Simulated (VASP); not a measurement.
# TaC (Fm-3m) in VASP: further runs

The runs below take TaC through single point, with PBE.

Everything below comes from runs of VASP 6.6.1. Logs are shortened: lines on timing, memory, paths and dates and some standing lists are left out, and cuts for length are marked.

## (1) The cell of the first run

The structure is cubic, space group Fm-3m (No. 225). Conventional cell: a = 4.289 Å, b = 4.289 Å, c = 4.289 Å, α = 90.00°, β = 90.00°, γ = 90.00°. Ta (site symmetry m-3m) has 6 C at 2.14 Å within 2.8 Å. Within 2.8 Å of C (site symmetry m-3m) lie 6 Ta at 2.14 Å.

## (2) Single point, PBE (9.86 Å³/atom)

INCAR

```
SYSTEM = TaC
PREC = Accurate
ENCUT = 600
EDIFF = 1E-6
ISMEAR = 0
SIGMA = 0.1
LREAL = .FALSE.
LASPH = .TRUE.
NELM = 120
ALGO = Normal
ISIF = 2
LWAVE = .FALSE.
LCHARG = .TRUE.
GGA = PE
LELF = .TRUE.
LVHAR = .TRUE.
NBANDS = 14
GGA_COMPAT = .FALSE.
```

KPOINTS

```
Automatic mesh
0
G
  16 16 16
  0 0 0
```

POSCAR

```
TaC
1.0
    0.0000000000      2.1442567945      2.1442567945
    2.1442567945      0.0000000000      2.1442567945
    2.1442567945      2.1442567945      0.0000000000
Ta C
1 1
Direct
    0.0000000000      0.0000000000      0.0000000000
    0.5000000000      0.5000000000      0.5000000000
```

Potentials or basis: VASP PAW PBE potentials, release 64 (Ta_pv, C).

Run with:

```sh
cat potpaw_PBE.64/Ta_pv/POTCAR potpaw_PBE.64/C/POTCAR > POTCAR
mpirun -np 1 vasp_std > vasp.out
```

OUTCAR:

```text
SYSTEM = TaC
   PREC = Accurate
   ENCUT = 600
   EDIFF = 1E-6
   ISMEAR = 0
   LREAL = .FALSE.
   LASPH = .TRUE.
   NELM = 120
   ISIF = 2
   GGA = PE

 ion  position               nearest neighbor table
   1  0.000  0.000  0.000-   2 2.14   2 2.14   2 2.14   2 2.14   2 2.14   2 2.14
   2  0.500  0.500  0.500-   1 2.14   1 2.14   1 2.14   1 2.14   1 2.14   1 2.14

  LATTYP: Found a face centered cubic cell.
 ALAT       =     4.2885135890

  Lattice vectors:

 A1 = (   0.0000000000,   2.1442567945,   2.1442567945)
 A2 = (   2.1442567945,   0.0000000000,   2.1442567945)
 A3 = (   2.1442567945,   2.1442567945,   0.0000000000)

Analysis of symmetry for initial positions (statically):
=====================================================================
 Subroutine PRICEL returns:
 Original cell was already a primitive cell.

 Routine SETGRP: Setting up the symmetry group for a
 face centered cubic supercell.

 Subroutine GETGRP returns: Found 48 space group operations
 (whereof 48 operations were pure point group operations)
 out of a pool of 48 trial point group operations.

The static configuration has the point symmetry O_h .

Analysis of symmetry for dynamics (positions and initial velocities):
=====================================================================
 Subroutine PRICEL returns:
 Original cell was already a primitive cell.

 Routine SETGRP: Setting up the symmetry group for a
 face centered cubic supercell.

 Subroutine GETGRP returns: Found 48 space group operations
 (whereof 48 operations were pure point group operations)
 out of a pool of 48 trial point group operations.

The dynamic configuration has the point symmetry O_h .

 Subroutine INISYM returns: Found 48 space group operations
 (whereof 48 operations are pure point group operations),
 and found     1 'primitive' translations

----------------------------------------------------------------------------------------

                                     Primitive cell

  volume of cell :      19.7179

  direct lattice vectors                    reciprocal lattice vectors
     0.000000000  2.144256794  2.144256794    -0.233181026  0.233181026  0.233181026
     2.144256794  0.000000000  2.144256794     0.233181026 -0.233181026  0.233181026
     2.144256794  2.144256794  0.000000000     0.233181026  0.233181026 -0.233181026

  length of vectors
     3.032437040  3.032437040  3.032437040     0.403881385  0.403881385  0.403881385

  position of ions in fractional coordinates (direct lattice)
     0.000000000  0.000000000  0.000000000
     0.500000000  0.500000000  0.500000000

  ion indices of the primitive-cell ions
   primitive index   ion index
                 1           1
                 2           2

----------------------------------------------------------------------------------------
[... 87 lines left out ...]
   IALGO  =     38    algorithm
   IMIX   =      4    mixing-type and parameters
     AMIX     =   0.40;   BMIX     =  1.00
     AMIX_MAG =   1.60;   BMIX_MAG =  1.00
  volume/ion in A,a.u.               =       9.86        66.53
  Fermi-wavevector in a.u.,A,eV,Ry     =   1.494463  2.824125 30.387513  2.233419
  Thomas-Fermi vector in A             =   2.606732
   LORBIT       =      0    0 simple, 1 ext, 2 COOP (PROOUT), +10 PAW based schemes
   GGA     = PE    functional components
   LHFCALC =     F    Hartree Fock is set to
   AEXX    =    0.0000 exact exchange contribution
   IVDW    =     0    specifies the selected vdW correction
   LEPSILON=     F    determine dielectric tensor
   LRPA    =     F    only Hartree local field effects (RPA)
 non-spin polarized calculation
 Gauss-broadening in eV      SIGMA  =   0.10
  energy-cutoff  :      600.00
  volume of cell :       19.72
 maximum number of plane-waves:       684
   NGX = 13   NGY = 13   NGZ = 13

 number of electron      14.9999999 magnetization

 Free energy of the ion-electron system (eV)
  ---------------------------------------------------
  ext. energy  EPLUGINS =         0.00000000
  ---------------------------------------------------
  free energy    TOTEN  =       -21.78396746 eV

  energy without entropy =      -21.78248307  energy(sigma->0) =      -21.78322526

 E-fermi :   9.5523     XC(G=0): -13.8159

 val. band max:        9.5263303828   @ k =   0.4375   0.1875   0.0625
 cond. band min:       9.5789702955   @ k =   0.1250   0.0625   0.0000
 fundamental gap:      0.0526399127
 Fermi energy:         9.5522954014

 k-point     1 :       0.0000    0.0000    0.0000
  band No.  band energies     occupation
      1     -25.1225      2.00000
      2     -25.1225      2.00000
      3     -25.1225      2.00000
      4      -6.0234      2.00000
      5       8.0310      2.00000
      6       8.0310      2.00000
      7       8.0310      2.00000
      8       9.0492      2.00000
      9       9.0492      2.00000
     10       9.0492      2.00000
     11      10.3834      0.00000
     12      10.3834      0.00000
     13      17.5939      0.00000
     14      19.7656      0.00000
[... 377 lines left out ...]
      1     -25.2303      2.00000
      2     -25.1520      2.00000
      3     -25.1252      2.00000
      4      -5.6763      2.00000
      5       6.8703      2.00000
      6       7.0234      2.00000
      7       7.2016      2.00000
      8       8.2239      2.00000
      9       9.2840      1.99985
     10       9.9116      0.00000
     11      11.4993      0.00000
     12      12.7385      0.00000
     13      18.1312      0.00000
     14      20.6184      0.00000

 [... further k-points ...]

------------------------ aborting loop because EDIFF is reached ----------------------------------------

  FORCE on cell =-STRESS in cart. coord.  units (eV):
  Direction    XX          YY          ZZ          XY          YZ          ZX
  --------------------------------------------------------------------------------------
  -------------------------------------------------------------------------------------
  Total        6.8183215      6.8183215      6.8183215     -0.0000000      0.0000000      0.0000000
  in kB      554.0228472    554.0228472    554.0228472     -0.0000000      0.0000000      0.0000000
  external PRESSURE =     554.0228472 kB  Pullay stress =       0.0000000 kB

 VOLUME and BASIS-vectors are now :
 -----------------------------------------------------------------------------
  energy-cutoff  :      600.00
  volume of cell :       19.72
      direct lattice vectors                 reciprocal lattice vectors
     0.000000000  2.144256794  2.144256794    -0.233181026  0.233181026  0.233181026
     2.144256794  0.000000000  2.144256794     0.233181026 -0.233181026  0.233181026
     2.144256794  2.144256794  0.000000000     0.233181026  0.233181026 -0.233181026

 POSITION                                       TOTAL-FORCE (eV/Angst)
 -----------------------------------------------------------------------------------
      0.00000      0.00000      0.00000         0.000000      0.000000      0.000000
      2.14426      2.14426      2.14426         0.000000      0.000000     -0.000000
 -----------------------------------------------------------------------------------
    total drift:                                0.000000     -0.000000     -0.000000

  FREE ENERGIE OF THE ION-ELECTRON SYSTEM (eV)
  ---------------------------------------------------
  free  energy   TOTEN  =       -21.7839674637 eV

  energy  without entropy=      -21.7824830658  energy(sigma->0) =      -21.78322526
```

OSZICAR:

```text
N       E                     dE             d eps       ncg     rms          rms(c)
DAV:   1     0.899980648359E+02    0.89998E+02   -0.85711E+03  4060   0.120E+03
DAV:   2    -0.224511727958E+02   -0.11245E+03   -0.10704E+03  4860   0.314E+02
DAV:   3    -0.252344304324E+02   -0.27833E+01   -0.27608E+01  4986   0.440E+01
DAV:   4    -0.252484071454E+02   -0.13977E-01   -0.13949E-01  4636   0.341E+00
DAV:   5    -0.252484701847E+02   -0.63039E-04   -0.63039E-04  4840   0.219E-01    0.307E+01
DAV:   6    -0.218026377978E+02    0.34458E+01   -0.68137E+00  4868   0.254E+01    0.119E+01
DAV:   7    -0.218116778675E+02   -0.90401E-02   -0.63626E-01  5236   0.530E+00    0.739E+00
DAV:   8    -0.217922510742E+02    0.19427E-01   -0.81695E-02  4636   0.202E+00    0.176E+00
DAV:   9    -0.217838925545E+02    0.83585E-02   -0.16726E-02  4918   0.876E-01    0.113E-01
DAV:  10    -0.217839670562E+02   -0.74502E-04   -0.10046E-03  4822   0.299E-01    0.761E-02
DAV:  11    -0.217839688850E+02   -0.18288E-05   -0.88541E-06  4990   0.327E-02    0.132E-02
DAV:  12    -0.217839674564E+02    0.14286E-05   -0.12611E-06  3382   0.116E-02    0.247E-03
DAV:  13    -0.217839674637E+02   -0.73073E-08   -0.14727E-07  2894   0.359E-03
   1 F= -.21783967E+02 E0= -.21783225E+02  d E =-.148440E-02
```

Run time: 13 s. Hardware: 1 thread of Intel Xeon 6975P-C (Granite Rapids), shared host; peak memory 0.18 GiB.

What came out:

- Free energy: -21.7840 eV
- Pressure: 55.4 GPa
- Band gap on the k mesh: zero (an odd number of electrons rules out a gap without spin polarisation)

Levels at points of the mesh, in eV from the Fermi level:
```csv
k point,band 6,band 7,band 8,band 9,band 10,band 11
"(0.00, 0.00, 0.00)",-1.52,-1.52,-0.50,-0.50,-0.50,0.83
"(0.50, 0.00, 0.00)",-6.10,-6.10,3.27,3.27,4.42,5.85
"(0.50, 0.50, 0.00)",-4.56,-1.72,-1.72,3.15,4.92,4.92
```

Caveat: the cell stands under pressure; spin-orbit coupling is left out, which moves the levels of the heavy elements.

## (3) Single point, PBE (10.20 Å³/atom)

This run uses another cell than the first one, of 10.20 Å³/atom.

INCAR

```
SYSTEM = TaC
PREC = Accurate ; ENCUT = 600
EDIFF = 1E-6 ; ISMEAR = 0
SIGMA = 0.1 ; LREAL = .False.
LASPH = .True. ; NELM = 120
ALGO = Normal ; ISIF = 2
LWAVE = .False. ; LCHARG = .False.
GGA = PE ; NBANDS = 14
GGA_COMPAT = .False.
```

KPOINTS

```
Automatic mesh
0
Gamma
  16 16 16
  0 0 0
```

POSCAR

```
TaC
1.0
    0.0000000000      2.1683515842      2.1683515842
    2.1683515842      0.0000000000      2.1683515842
    2.1683515842      2.1683515842      0.0000000000
Ta C
1 1
Direct
    0.0000000000      0.0000000000      0.0000000000
    0.5000000000      0.5000000000      0.5000000000
```

Potentials or basis: VASP PAW PBE potentials, release 64 (Ta_pv, C).

Run with:

```sh
cat potpaw_PBE.64/Ta_pv/POTCAR potpaw_PBE.64/C/POTCAR > POTCAR
mpirun -np 1 vasp_std > vasp.out
```

It took 13 s on 1 thread of Intel Xeon 6975P-C (Granite Rapids), shared host; peak memory 0.17 GiB.

It converged, with:

```yaml
Free_energy: -21.9803 eV
Pressure: 38.3 GPa
Band_gap_on_the_k_mesh: zero (an odd number of electrons rules out a gap without spin polarisation)
```

Levels at points of the mesh, in eV from the Fermi level:
```csv
k point,band 6,band 7,band 8,band 9,band 10,band 11
"(0.00, 0.00, 0.00)",-1.46,-1.46,-0.49,-0.49,-0.49,0.78
"(0.50, 0.00, 0.00)",-5.91,-5.91,3.11,3.11,4.21,5.72
"(0.50, 0.50, 0.00)",-4.59,-1.73,-1.73,2.99,4.67,4.67
```

Caveat: the cell stands under pressure; spin-orbit coupling is left out, which moves the levels of the heavy elements.
